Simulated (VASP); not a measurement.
# Au (P6_3/mmc) in VASP: further runs, part 2 of 2

VASP 6.6.1. The steps go on from the part before.

### 4 Single point, LDA (volume scaled by 1.06)

File INCAR:

```
SYSTEM = Au
ALGO     = Normal         ! electronic algorithm
EDIFF    = 1E-6           ! SCF threshold, eV
ENCUT    = 520            ! plane-wave cutoff, eV
GGA      = CA             ! functional
ISIF     = 2              ! what is computed and relaxed
ISMEAR   = -1             ! smearing method
LASPH    = .True.         ! aspherical terms in the spheres
LCHARG   = .True.         ! write CHGCAR
LELF     = .True.         ! ELF
LREAL    = .False.        ! projectors in reciprocal space
LVHAR    = .True.       
LWAVE    = .False.        ! write WAVECAR
NBANDS   = 18             ! bands
NELM     = 100            ! most SCF steps
PREC     = Accurate       ! precision mode
SIGMA    = 0.03           ! smearing width, eV
```

File KPOINTS:

```
k-points
0
Gamma
  14 14 8
  0 0 0
```

File POSCAR:

```
Au
1.0
    2.9568755643      0.0000000000      0.0000000000
   -1.4784377821      2.5607293545      0.0000000000
    0.0000000000      0.0000000000      4.9757105734
Au
2
Direct
    0.3333333333      0.6666666667      0.7500000000
    0.6666666667      0.3333333333      0.2500000000
```

Potentials or basis: VASP PAW LDA potentials, release 64 (Au).

Launch:

```bash
cat potpaw_LDA.64/Au/POTCAR > POTCAR
mpirun -np 1 vasp_std > vasp.out
```

OUTCAR:

```text
SYSTEM = Au
   EDIFF = 1E-6
   ENCUT = 520
   GGA = CA
   ISIF = 2
   ISMEAR = -1
   LASPH = .True.
   LREAL = .False.
   NELM = 100
   PREC = Accurate

 ion  position               nearest neighbor table
   1  0.333  0.667  0.750-   2 3.02   2 3.02   2 3.02   2 3.02   2 3.02   2 3.02
   2  0.667  0.333  0.250-   1 3.02   1 3.02   1 3.02   1 3.02   1 3.02   1 3.02

  LATTYP: Found a hexagonal cell.
 ALAT       =     2.9568755643
 C/A-ratio  =     1.6827595430

  Lattice vectors:

 A1 = (   2.9568755643,   0.0000000000,   0.0000000000)
 A2 = (  -1.4784377821,   2.5607293545,   0.0000000000)
 A3 = (   0.0000000000,   0.0000000000,   4.9757105734)

Analysis of symmetry for initial positions (statically):
=====================================================================
 Subroutine PRICEL returns:
 Original cell was already a primitive cell.

 Routine SETGRP: Setting up the symmetry group for a
 hexagonal supercell.

 Subroutine GETGRP returns: Found 24 space group operations
 (whereof 12 operations were pure point group operations)
 out of a pool of 24 trial point group operations.

The static configuration has the point symmetry D_3d.
 The point group associated with its full space group is D_6h.

Analysis of symmetry for dynamics (positions and initial velocities):
=====================================================================
 Subroutine PRICEL returns:
 Original cell was already a primitive cell.

 Routine SETGRP: Setting up the symmetry group for a
 hexagonal supercell.

 Subroutine GETGRP returns: Found 24 space group operations
 (whereof 12 operations were pure point group operations)
 out of a pool of 24 trial point group operations.

The dynamic configuration has the point symmetry D_3d.
 The point group associated with its full space group is D_6h.

 Subroutine INISYM returns: Found 24 space group operations
 (whereof 12 operations are pure point group operations),
 and found     1 'primitive' translations

----------------------------------------------------------------------------------------

                                     Primitive cell

  volume of cell :      37.6749

  direct lattice vectors                    reciprocal lattice vectors
     2.956875564  0.000000000  0.000000000     0.338194820  0.195256871  0.000000000
    -1.478437782  2.560729354  0.000000000     0.000000000  0.390513741  0.000000000
     0.000000000  0.000000000  4.975710573     0.000000000  0.000000000  0.200976320

  length of vectors
     2.956875564  2.956875564  4.975710573     0.390513741  0.390513741  0.200976320

  position of ions in fractional coordinates (direct lattice)
     0.333333333  0.666666667  0.750000000
     0.666666667  0.333333333  0.250000000

  ion indices of the primitive-cell ions
   primitive index   ion index
                 1           1
                 2           2

----------------------------------------------------------------------------------------

 KPOINTS: k-points

Automatic generation of k-mesh.
 Grid dimensions read from file:
 generate k-points for:   14   14    8

 Generating k-lattice:

  Cartesian coordinates                     Fractional coordinates (reciprocal lattice)
     0.024156773  0.013946919  0.000000000     0.071428571  0.000000000  0.000000000
     0.000000000  0.027893839  0.000000000     0.000000000  0.071428571  0.000000000
     0.000000000  0.000000000  0.025122040     0.000000000  0.000000000  0.125000000

  Length of vectors
     0.027893839  0.027893839  0.025122040

  Shift w.r.t. Gamma in fractional coordinates (k-lattice)
     0.000000000  0.000000000  0.000000000

 Subroutine IBZKPT returns following result:
 ===========================================

 Found    120 irreducible k-points:

 Following reciprocal coordinates:
            Coordinates               Weight
  0.000000  0.000000  0.000000      1.000000
  0.071429  0.000000  0.000000      6.000000
  0.142857 -0.000000  0.000000      6.000000
  0.214286 -0.000000  0.000000      6.000000
  0.285714  0.000000  0.000000      6.000000
  0.357143 -0.000000  0.000000      6.000000
[... 16 lines left out ...]
  0.285714  0.285714  0.000000      6.000000
  0.357143  0.285714  0.000000      6.000000
 [... further k-points ...]
   k-points           NKPTS =    120   k-points in BZ     NKDIM =    120   number of bands    NBANDS=     18
   number of dos      NEDOS =    301   number of ions     NIONS =      2
   total plane-waves  NPLWV =  23040
   dimension x,y,z NGX =    24 NGY =   24 NGZ =   40
   dimension x,y,z NGXF=    48 NGYF=   48 NGZF=   80
   ions per type =               2
   NGX,Y,Z   is equivalent  to a cutoff of  13.49, 13.49, 13.36 a.u.
   NGXF,Y,Z  is equivalent  to a cutoff of  26.99, 26.99, 26.73 a.u.
 SYSTEM =  Au
   PREC   = accura    normal or accurate (medium, high low for compatibility)
   ISTART =      0    job   : 0-new  1-cont  2-samecut
   ICHARG =      2    charge: 1-file 2-atom 10-const
   ISPIN  =      1    spin polarized calculation?
   LNONCOLLINEAR =      F non collinear calculations
   LSORBIT =      F    spin-orbit coupling
   LASPH  =      T    aspherical Exc in radial PAW
   ENCUT  =  520.0 eV  38.22 Ry    6.18 a.u.   5.50  5.50  9.25*2*pi/ulx,y,z
   NELM   =    100;   NELMIN=  2; NELMDL= -5     # of ELM steps
   EDIFF  = 0.1E-05   stopping-criterion for ELM
   LREAL  =      F    real-space projection
   EDIFFG = 0.1E-04   stopping-criterion for IOM
   NSW    =      0    number of steps for IOM
   IBRION =     -1    ionic relax: 0-MD 1-quasi-New 2-CG
   NFREE  =      0    steps in history (QN), initial steepest desc. (CG)
   ISIF   =      2    stress and relaxation
   ISYM   =      2    0-nonsym 1-usesym 2-fastsym
   POTIM  = 0.5000    time-step for ionic-motion
   TEBEG  =    0.0;   TEEND  =   0.0 temperature during run
   PSTRESS=    0.0 pullay stress
   NELECT =      22.0000    total number of electrons
   NUPDOWN=      -1.0000    fix difference up-down
   EMIN   =  10.00;   EMAX   =-10.00  energy-range for DOS
   EFERMI =   0.00;   METHOD = LEGACY
   ISMEAR =    -1;   SIGMA  =   0.03  broadening in eV -4-tet -1-fermi 0-gaus
   EFERMI_NEDOS =   21; number of points for ismear=-14 and -15
   IALGO  =     38    algorithm
   IMIX   =      4    mixing-type and parameters
     AMIX     =   0.40;   BMIX     =  1.00
     AMIX_MAG =   1.60;   BMIX_MAG =  1.00
  volume/ion in A,a.u.               =      18.84       127.12
  Fermi-wavevector in a.u.,A,eV,Ry     =   1.368354  2.585814 25.475446  1.872392
  Thomas-Fermi vector in A             =   2.494325
   LORBIT       =      0    0 simple, 1 ext, 2 COOP (PROOUT), +10 PAW based schemes
   GGA     = CA    functional components
   LHFCALC =     F    Hartree Fock is set to
   AEXX    =    0.0000 exact exchange contribution
   IVDW    =     0    specifies the selected vdW correction
   LEPSILON=     F    determine dielectric tensor
   LRPA    =     F    only Hartree local field effects (RPA)
 non-spin polarized calculation
  energy-cutoff  :      520.00
  volume of cell :       37.67
 maximum number of plane-waves:      1051
 NGX is ok and might be reduce to    24
   NGX = 11   NGY = 11   NGZ = 19

 number of electron      21.9999997 magnetization

 Free energy of the ion-electron system (eV)
  ---------------------------------------------------
  ext. energy  EPLUGINS =         0.00000000
  ---------------------------------------------------
  free energy    TOTEN  =        -8.60964566 eV

  energy without entropy =       -8.60595820  energy(sigma->0) =       -8.60780193

 E-fermi :   7.6383     XC(G=0): -12.4087

 val. band max:        7.6259855769   @ k =   0.2857   0.2143   0.2500
 cond. band min:       7.6608596137   @ k =   0.2143   0.0714   0.2500
 fundamental gap:      0.0348740368
 Fermi energy:         7.6382623513

 k-point     1 :       0.0000    0.0000    0.0000
  band No.  band energies     occupation
      1      -1.2250      2.00000
      2       1.0979      2.00000
      3       3.3158      2.00000
      4       3.5707      2.00000
      5       3.5707      2.00000
      6       3.8290      2.00000
[... 10 lines left out ...]
     17      25.0940      0.00000
     18      25.0940      0.00000

 k-point     2 :       0.0714    0.0000    0.0000
  band No.  band energies     occupation
      1      -1.0763      2.00000
      2       1.2192      2.00000
      3       3.2733      2.00000
      4       3.6052      2.00000
      5       3.6644      2.00000
      6       3.7817      2.00000
[... 10 lines left out ...]
     17      24.3008      0.00000
     18      24.9737      0.00000
[... 442 lines left out ...]
 k-point    24 :       0.3571    0.2857    0.0000
  band No.  band energies     occupation
      1       2.2351      2.00000
      2       2.5983      2.00000
      3       2.6481      2.00000
      4       3.2299      2.00000
      5       3.4241      2.00000
      6       3.5386      2.00000
[... 10 lines left out ...]
     17      18.0116      0.00000
     18      18.2874      0.00000

 [... further k-points ...]
[... 5 lines left out ...]
  --------------------------------------------------------------------------------------
  -------------------------------------------------------------------------------------
  Total       -3.9026038     -3.9026038     -3.7602878     -0.0000000      0.0000000      0.0000000
  in kB     -165.9637365   -165.9637365   -159.9115466     -0.0000000      0.0000000      0.0000000
  external PRESSURE =    -163.9463399 kB  Pullay stress =       0.0000000 kB

 VOLUME and BASIS-vectors are now :
 -----------------------------------------------------------------------------
  energy-cutoff  :      520.00
  volume of cell :       37.67
      direct lattice vectors                 reciprocal lattice vectors
     2.956875564  0.000000000  0.000000000     0.338194820  0.195256871  0.000000000
    -1.478437782  2.560729354  0.000000000     0.000000000  0.390513741  0.000000000
     0.000000000  0.000000000  4.975710573     0.000000000  0.000000000  0.200976320

 POSITION                                       TOTAL-FORCE (eV/Angst)
 -----------------------------------------------------------------------------------
     -0.00000      1.70715      3.73178        -0.000000      0.000000      0.000000
      1.47844      0.85358      1.24393         0.000000     -0.000000      0.000000
 -----------------------------------------------------------------------------------
    total drift:                               -0.000000      0.000000     -0.000000

  FREE ENERGIE OF THE ION-ELECTRON SYSTEM (eV)
  ---------------------------------------------------
  free  energy   TOTEN  =        -8.6096456569 eV

  energy  without entropy=       -8.6059581988  energy(sigma->0) =       -8.60780193
```

Run time: 55 s. Hardware: 1 thread of Intel Xeon 8259CL, shared host; peak memory 0.19 GiB.

Results:

| Quantity | Value |
| --- | --- |
| Free energy | -8.6096 eV |
| Pressure | -16.4 GPa |
| Band gap on the k mesh | zero (band 11 reaches 11.18 eV, above the bottom of band 12 at 5.20 eV) |

Stress tensor (GPa, compression positive):
```
-16.60   0.00   0.00
  0.00 -16.60   0.00
  0.00   0.00 -15.99
```

Caveat: spin-orbit coupling is left out, which moves the levels of the heavy elements.

### 5 Overview

```tsv
cell	gap on the mesh (eV)	pressure (GPa)
a = 2.938, b = 2.938, c = 4.944 Å, angles 90.0, 90.0, 120.0°, 2 atoms	none	-14.7
a = 2.958, b = 2.958, c = 4.880 Å, angles 90.0, 90.0, 120.0°, 2 atoms	none	-14.7
a = 2.957, b = 2.957, c = 4.976 Å, angles 90.0, 90.0, 120.0°, 2 atoms	none	-16.4
```

Alike in all rows: task single point; level LDA; potentials or basis VASP PAW LDA potentials, release 64 (Au); no spin polarisation; k mesh 14 × 14 × 8; cutoff (eV) 520; smearing fermi-dirac 0.03 eV.

Caveats: spin-orbit coupling is left out, which moves the levels of the heavy elements.

Total energies depend on the potentials used, so only differences within one code and one set of settings carry meaning.
